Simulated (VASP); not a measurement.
Write the native input for VASP 6.6.1 that does the following.

```
Task                   : single point
Functional             : PBE
Potentials or basis    : VASP PAW PBE potentials, release 64 (B, N)
Cutoff                 : 520 eV
k mesh                 : 12 × 12 × 6
Occupations            : gaussian, width 0.02 eV
Spin                   : no spin polarisation
Dipole correction      : no
Further INCAR settings : ALGO = Normal; EDIFF = 1e-06; NBANDS = 16
```

The structure of BN lies in POSCAR:

```
BN
1.0
    2.5020947122      0.0000000000      0.0000000000
   -1.2510473561      2.1668775834      0.0000000000
    0.0000000000      0.0000000000      4.1393888016
B N
2 2
Direct
    0.6666666667      0.3333333333      0.9995673820
    0.3333333333      0.6666666667      0.4995673820
    0.6666666667      0.3333333333      0.6254326180
    0.3333333333      0.6666666667      0.1254326180
```

This cell differs from its parent crystal: volume scaled by 0.94, then relaxed in part.

One way to write it, as run:

INCAR

```
SYSTEM = BN
  PREC = Accurate
  ENCUT = 520
  EDIFF = 1E-6
  ISMEAR = 0
  SIGMA = 0.02
  LREAL = .FALSE.
  LASPH = .TRUE.
  NELM = 60
  ALGO = Normal
  ISIF = 2
  LWAVE = .FALSE.
  LCHARG = .TRUE.
  GGA = PE
  LELF = .TRUE.
  LVHAR = .TRUE.
  NBANDS = 16
```

KPOINTS

```
regular mesh
0
G
  12 12 6
  0 0 0
```

Potentials or basis: VASP PAW PBE potentials, release 64 (B, N).

The run is started by

```sh
$ cat potpaw_PBE.64/B/POTCAR potpaw_PBE.64/N/POTCAR > POTCAR
$ mpirun -np 1 vasp_std > vasp.out
```

It gave:

| Quantity | Value |
| --- | --- |
| Pressure | 26.2 GPa |
| Band gap on the k mesh | 5.07 eV, indirect (least direct gap 8.52 eV) |

It took 11 s on 1 thread of Intel(R) Xeon(R) 6975P-C (Granite Rapids) (shared host), peak memory 0.14 GiB.
